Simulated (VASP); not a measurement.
# Ni (P6_3/mmc) in VASP: a series of runs

The runs below take Ni through single point, with PBEsol.

Everything below comes from runs of VASP 6.6.1. Logs are shortened: lines on timing, memory, paths and dates and some standing lists are left out, and cuts for length are marked.

### 1 The cell of the first run

It takes space group P6_3/mmc (No. 194, hexagonal). The conventional cell has a = 2.448 Å, b = 2.448 Å, c = 4.073 Å, α = 90.00°, β = 90.00°, γ = 120.00°. Within 3.2 Å of Ni (site symmetry -6m2) lie 12 Ni at 2.45 to 2.48 Å.

This isn't the form of Ni at room conditions, which is fcc.

### 2 Single point, PBEsol, collinear spin, ferromagnetic start

INCAR

```
SYSTEM = Ni
PREC     = Accurate       ! precision mode
ENCUT    = 520            ! plane-wave cutoff, eV
EDIFF    = 1E-6           ! SCF threshold, eV
ISMEAR   = -1             ! smearing method
SIGMA    = 0.1            ! smearing width, eV
LREAL    = .False.        ! projectors in reciprocal space
LASPH    = .True.         ! aspherical terms in the spheres
NELM     = 150            ! most SCF steps
ALGO     = Normal         ! electronic algorithm
ISIF     = 2              ! what is computed and relaxed
LWAVE    = .False.        ! write WAVECAR
LCHARG   = .False.        ! write CHGCAR
ISPIN    = 2              ! spin polarisation
MAGMOM   = 1.5 1.5        ! initial moments
LORBIT   = 11             ! projections on sites
LMAXMIX  = 4              ! l up to which the mixer works
GGA      = PS             ! functional
NBANDS   = 21             ! bands
```

KPOINTS

```
regular mesh
0
Gamma
  13 13 7
  0 0 0
```

POSCAR

```
Ni
1.0
    2.4480230000      0.0000000000      0.0000000000
   -1.2240110000      2.1200500000      0.0000000000
    0.0000000000      0.0000000000      4.0728080000
Ni
2
Direct
    0.3333333333      0.6666666667      0.2500000000
    0.6666666667      0.3333333333      0.7500000000
```

Potentials or basis: VASP PAW PBE potentials, release 64 (Ni).

Run with:

```console
cat potpaw_PBE.64/Ni/POTCAR > POTCAR
mpirun -np 1 vasp_std > vasp.out
```

OUTCAR:

```text
SYSTEM = Ni
   PREC = Accurate
   ENCUT = 520
   EDIFF = 1E-6
   ISMEAR = -1
   LREAL = .False.
   LASPH = .True.
   NELM = 150
   ISIF = 2
   ISPIN = 2
   LORBIT = 11
   GGA = PS

 ion  position               nearest neighbor table
   1  0.333  0.667  0.250-   2 2.48   2 2.48   2 2.48   2 2.48   2 2.48   2 2.48
   2  0.667  0.333  0.750-   1 2.48   1 2.48   1 2.48   1 2.48   1 2.48   1 2.48

  LATTYP: Found a hexagonal cell.
 ALAT       =     2.4480230000
 C/A-ratio  =     1.6637131269

  Lattice vectors:

 A1 = (   2.4480230000,   0.0000000000,   0.0000000000)
 A2 = (  -1.2240110000,   2.1200500000,   0.0000000000)
 A3 = (   0.0000000000,   0.0000000000,   4.0728080000)

Analysis of symmetry for initial positions (statically):
=====================================================================
 Subroutine PRICEL returns:
 Original cell was already a primitive cell.

 Routine SETGRP: Setting up the symmetry group for a
 hexagonal supercell.

 Subroutine GETGRP returns: Found 24 space group operations
 (whereof 12 operations were pure point group operations)
 out of a pool of 24 trial point group operations.

The static configuration has the point symmetry D_3d.
 The point group associated with its full space group is D_6h.

Analysis of symmetry for dynamics (positions and initial velocities):
=====================================================================
 Subroutine PRICEL returns:
 Original cell was already a primitive cell.

 Routine SETGRP: Setting up the symmetry group for a
 hexagonal supercell.

 Subroutine GETGRP returns: Found 24 space group operations
 (whereof 12 operations were pure point group operations)
 out of a pool of 24 trial point group operations.

The dynamic configuration has the point symmetry D_3d.
 The point group associated with its full space group is D_6h.

Analysis of structural, dynamic, and magnetic symmetry:
=====================================================================
 Subroutine PRICEL returns:
 Original cell was already a primitive cell.

 Routine SETGRP: Setting up the symmetry group for a
 hexagonal supercell.

 Subroutine GETGRP returns: Found 24 space group operations
 (whereof 12 operations were pure point group operations)
 out of a pool of 24 trial point group operations.

The overall configuration has the point symmetry D_3d.
 The point group associated with its full space group is D_6h.

 Subroutine INISYM returns: Found 24 space group operations
 (whereof 12 operations are pure point group operations),
 and found     1 'primitive' translations

----------------------------------------------------------------------------------------

                                     Primitive cell

  volume of cell :      21.1376

  direct lattice vectors                    reciprocal lattice vectors
     2.448023000  0.000000000  0.000000000     0.408492894  0.235843398  0.000000000
    -1.224011000  2.120050000  0.000000000     0.000000000  0.471686989  0.000000000
     0.000000000  0.000000000  4.072808000     0.000000000  0.000000000  0.245530848

  length of vectors
     2.448023000  2.448022657  4.072808000     0.471686922  0.471686989  0.245530848

  position of ions in fractional coordinates (direct lattice)
     0.333333333  0.666666667  0.250000000
     0.666666667  0.333333333  0.750000000

  ion indices of the primitive-cell ions
   primitive index   ion index
                 1           1
                 2           2

----------------------------------------------------------------------------------------

 KPOINTS: regular mesh

Automatic generation of k-mesh.
 Grid dimensions read from file:
 generate k-points for:   13   13    7

 Generating k-lattice:

  Cartesian coordinates                     Fractional coordinates (reciprocal lattice)
     0.031422530  0.018141800  0.000000000     0.076923077  0.000000000  0.000000000
     0.000000000  0.036283615  0.000000000     0.000000000  0.076923077  0.000000000
     0.000000000  0.000000000  0.035075835     0.000000000  0.000000000  0.142857143

  Length of vectors
     0.036283609  0.036283615  0.035075835

  Shift w.r.t. Gamma in fractional coordinates (k-lattice)
     0.000000000  0.000000000  0.000000000

 Subroutine IBZKPT returns following result:
 ===========================================

 Found     84 irreducible k-points:

 Following reciprocal coordinates:
            Coordinates               Weight
  0.000000  0.000000  0.000000      1.000000
  0.076923  0.000000  0.000000      6.000000
  0.153846  0.000000  0.000000      6.000000
  0.230769 -0.000000  0.000000      6.000000
  0.307692  0.000000  0.000000      6.000000
  0.384615 -0.000000  0.000000      6.000000
[... 16 lines left out ...]
  0.076923  0.000000  0.142857     12.000000
  0.153846  0.000000  0.142857     12.000000
 [... further k-points ...]
   k-points           NKPTS =     84   k-points in BZ     NKDIM =     84   number of bands    NBANDS=     21
   number of dos      NEDOS =    301   number of ions     NIONS =      2
   total plane-waves  NPLWV =   9720
   dimension x,y,z NGX =    18 NGY =   18 NGZ =   30
   dimension x,y,z NGXF=    36 NGYF=   36 NGZF=   60
   ions per type =               2
   NGX,Y,Z   is equivalent  to a cutoff of  12.22, 12.22, 12.25 a.u.
   NGXF,Y,Z  is equivalent  to a cutoff of  24.45, 24.45, 24.49 a.u.
 SYSTEM =  Ni
   PREC   = accura    normal or accurate (medium, high low for compatibility)
   ISTART =      0    job   : 0-new  1-cont  2-samecut
   ICHARG =      2    charge: 1-file 2-atom 10-const
   ISPIN  =      2    spin polarized calculation?
   LNONCOLLINEAR =      F non collinear calculations
   LSORBIT =      F    spin-orbit coupling
   LASPH  =      T    aspherical Exc in radial PAW
   ENCUT  =  520.0 eV  38.22 Ry    6.18 a.u.   4.55  4.55  7.57*2*pi/ulx,y,z
   NELM   =    150;   NELMIN=  2; NELMDL= -5     # of ELM steps
   EDIFF  = 0.1E-05   stopping-criterion for ELM
   LREAL  =      F    real-space projection
   EDIFFG = 0.1E-04   stopping-criterion for IOM
   NSW    =      0    number of steps for IOM
   IBRION =     -1    ionic relax: 0-MD 1-quasi-New 2-CG
   NFREE  =      0    steps in history (QN), initial steepest desc. (CG)
   ISIF   =      2    stress and relaxation
   ISYM   =      2    0-nonsym 1-usesym 2-fastsym
   POTIM  = 0.5000    time-step for ionic-motion
   TEBEG  =    0.0;   TEEND  =   0.0 temperature during run
   PSTRESS=    0.0 pullay stress
   NELECT =      20.0000    total number of electrons
   NUPDOWN=      -1.0000    fix difference up-down
   EMIN   =  10.00;   EMAX   =-10.00  energy-range for DOS
   EFERMI =   0.00;   METHOD = LEGACY
   ISMEAR =    -1;   SIGMA  =   0.10  broadening in eV -4-tet -1-fermi 0-gaus
   EFERMI_NEDOS =   21; number of points for ismear=-14 and -15
   IALGO  =     38    algorithm
   IMIX   =      4    mixing-type and parameters
     AMIX     =   0.40;   BMIX     =  1.00
     AMIX_MAG =   1.60;   BMIX_MAG =  1.00
  volume/ion in A,a.u.               =      10.57        71.32
  Fermi-wavevector in a.u.,A,eV,Ry     =   1.607187  3.037142 35.144515  2.583049
  Thomas-Fermi vector in A             =   2.703255
   LORBIT       =     11    0 simple, 1 ext, 2 COOP (PROOUT), +10 PAW based schemes
   GGA     = PS    functional components
   LHFCALC =     F    Hartree Fock is set to
   AEXX    =    0.0000 exact exchange contribution
   IVDW    =     0    specifies the selected vdW correction
   LEPSILON=     F    determine dielectric tensor
   LRPA    =     F    only Hartree local field effects (RPA)
 spin polarized calculation
  energy-cutoff  :      520.00
  volume of cell :       21.14
 maximum number of plane-waves:       586
   NGX =  9   NGY =  9   NGZ = 15

 number of electron      19.9999997 magnetization       1.2246245

 Free energy of the ion-electron system (eV)
  ---------------------------------------------------
  ext. energy  EPLUGINS =         0.00000000
  ---------------------------------------------------
  free energy    TOTEN  =       -12.27956028 eV

  energy without entropy =      -12.15944899  energy(sigma->0) =      -12.21950463

 E-fermi :   9.6171     XC(G=0): -13.6066

 val. band max:        9.6165863962   @ k =   0.4615   0.0769   0.1429
 cond. band min:       9.6182202870   @ k =   0.1538   0.1538   0.4286
 fundamental gap:      0.0016338908
 Fermi energy:         9.6170763355

 spin component 1

 k-point     1 :       0.0000    0.0000    0.0000
  band No.  band energies     occupation
      1       0.3379      1.00000
      2       4.5852      1.00000
      3       7.0628      1.00000
      4       7.2229      1.00000
      5       7.2229      1.00000
      6       7.4883      1.00000
[... 13 lines left out ...]
     20      36.3084      0.00000
     21      40.2191      0.00000
[... 529 lines left out ...]
 k-point    24 :       0.1538    0.0000    0.1429
  band No.  band energies     occupation
      1       1.3617      1.00000
      2       5.0081      1.00000
      3       6.7795      1.00000
      4       6.8082      1.00000
      5       7.1988      1.00000
      6       7.4823      1.00000
[... 13 lines left out ...]
     20      37.8822      0.00000
     21      38.8406      0.00000

 [... further k-points ...]

 spin component 2

 k-point     1 :       0.0000    0.0000    0.0000
  band No.  band energies     occupation
      1       0.3330      1.00000
      2       4.9643      1.00000
      3       7.7234      1.00000
      4       7.8695      1.00000
      5       7.8695      1.00000
      6       8.1524      1.00000
[... 13 lines left out ...]
     20      36.4066      0.00000
     21      40.3151      0.00000
[... 529 lines left out ...]
 k-point    24 :       0.1538    0.0000    0.1429
  band No.  band energies     occupation
      1       1.3598      1.00000
      2       5.3650      1.00000
      3       7.2099      1.00000
      4       7.4000      1.00000
      5       7.8431      1.00000
      6       8.0990      1.00000
[... 13 lines left out ...]
     20      37.9612      0.00000
     21      38.8891      0.00000

 [... further k-points ...]

------------------------ aborting loop because EDIFF is reached ----------------------------------------

  FORCE on cell =-STRESS in cart. coord.  units (eV):
  Direction    XX          YY          ZZ          XY          YZ          ZX
  --------------------------------------------------------------------------------------
  -------------------------------------------------------------------------------------
  Total       -0.2317855     -0.2317855     -0.7106097     -0.0000001      0.0000000     -0.0000000
  in kB      -17.5687699    -17.5687681    -53.8624572     -0.0000041      0.0000000     -0.0000000
  external PRESSURE =     -29.6666651 kB  Pullay stress =       0.0000000 kB

 VOLUME and BASIS-vectors are now :
 -----------------------------------------------------------------------------
  energy-cutoff  :      520.00
  volume of cell :       21.14
      direct lattice vectors                 reciprocal lattice vectors
     2.448023000  0.000000000  0.000000000     0.408492894  0.235843398  0.000000000
    -1.224011000  2.120050000  0.000000000     0.000000000  0.471686989  0.000000000
     0.000000000  0.000000000  4.072808000     0.000000000  0.000000000  0.245530848

 POSITION                                       TOTAL-FORCE (eV/Angst)
 -----------------------------------------------------------------------------------
      0.00000      1.41337      1.01820         0.000000     -0.000000     -0.000000
      1.22401      0.70668      3.05461        -0.000000      0.000000      0.000000
 -----------------------------------------------------------------------------------
    total drift:                               -0.000000      0.000000     -0.000000

  FREE ENERGIE OF THE ION-ELECTRON SYSTEM (eV)
  ---------------------------------------------------
  free  energy   TOTEN  =       -12.2795602779 eV

  energy  without entropy=      -12.1594489890  energy(sigma->0) =      -12.21950463

 total charge

# of ion       s       p       d       tot
------------------------------------------
    1        0.512   0.528   8.328   9.368
    2        0.512   0.528   8.328   9.368
--------------------------------------------------
tot          1.024   1.057  16.655  18.736

 magnetization (x)

# of ion       s       p       d       tot
------------------------------------------
    1       -0.005  -0.023   0.647   0.619
    2       -0.005  -0.023   0.647   0.619
--------------------------------------------------
tot         -0.010  -0.046   1.294   1.238
```

It took 64 s on 1 thread of Intel Xeon 8259CL, shared host; peak memory 0.17 GiB.

Results:

```yaml
Free_energy: -12.2796 eV
Pressure: -3.0 GPa
Net_moment: 1.22 μB per cell
Site_moments: Ni +0.62 μB
Valence_electrons_inside_the_program's_atomic_spheres: Ni 9.37
```

Caveat: the PAW data sets were made with another functional, which shifts forces and pressure a little.

### 3 Single point, PBEsol, collinear spin, ferromagnetic start

This run uses another cell than the first one, of 10.83 Å³/atom.

INCAR

```
SYSTEM = Ni
  ALGO = Normal
  EDIFF = 1E-6
  ENCUT = 520
  GGA = PS
  ISIF = 2
  ISMEAR = -1
  ISPIN = 2
  LASPH = .TRUE.
  LCHARG = .FALSE.
  LMAXMIX = 4
  LORBIT = 11
  LREAL = .FALSE.
  LWAVE = .FALSE.
  MAGMOM = 1.5 1.5
  NBANDS = 21
  NELM = 150
  PREC = Accurate
  SIGMA = 0.1
```

KPOINTS

```
k-points
0
G
  13 13 7
  0 0 0
```

POSCAR

```
Ni
1.0
    2.4682555126      0.0000000000      0.0000000000
   -1.2341272521      2.1375718690      0.0000000000
    0.0000000000      0.0000000000      4.1064690967
Ni
2
Direct
    0.3333333333      0.6666666667      0.2500000000
    0.6666666667      0.3333333333      0.7500000000
```

Potentials or basis: VASP PAW PBE potentials, release 64 (Ni).

Run with:

```console
cat potpaw_PBE.64/Ni/POTCAR > POTCAR
mpirun -np 1 vasp_std > vasp.out
```

Wall time 60 s (1 thread of Intel Xeon 8259CL, shared host); peak memory 0.18 GiB.

It converged, with:

* Free energy: -12.2620 eV
* Pressure: -7.8 GPa
* Net moment: 1.24 μB per cell
* Site moments: Ni +0.63 μB
* Valence electrons inside the program's atomic spheres: Ni 9.32

Stress tensor (GPa, compression positive):
```
 -6.72   0.00   0.00
  0.00  -6.72   0.00
  0.00   0.00 -10.01
```

Levels at points of the mesh, in eV from the Fermi level:
Spin up:
```
           k point  band 8  band 9  band 10  band 11  band 12  band 13  band 14  band 15
(0.00, 0.00, 0.00)   -1.60   -1.60    -0.70    -0.70    -0.55     5.41    22.83    24.81
```
Spin down:
```csv
k point,band 5,band 6,band 7,band 8,band 9,band 10,band 11,band 12,band 13,band 14
"(0.00, 0.00, 0.00)",-1.68,-1.41,-1.41,-0.94,-0.94,-0.58,0.00,0.00,5.81,22.73
```

Caveat: the cell stands under tension; the PAW data sets were made with another functional, which shifts forces and pressure a little.
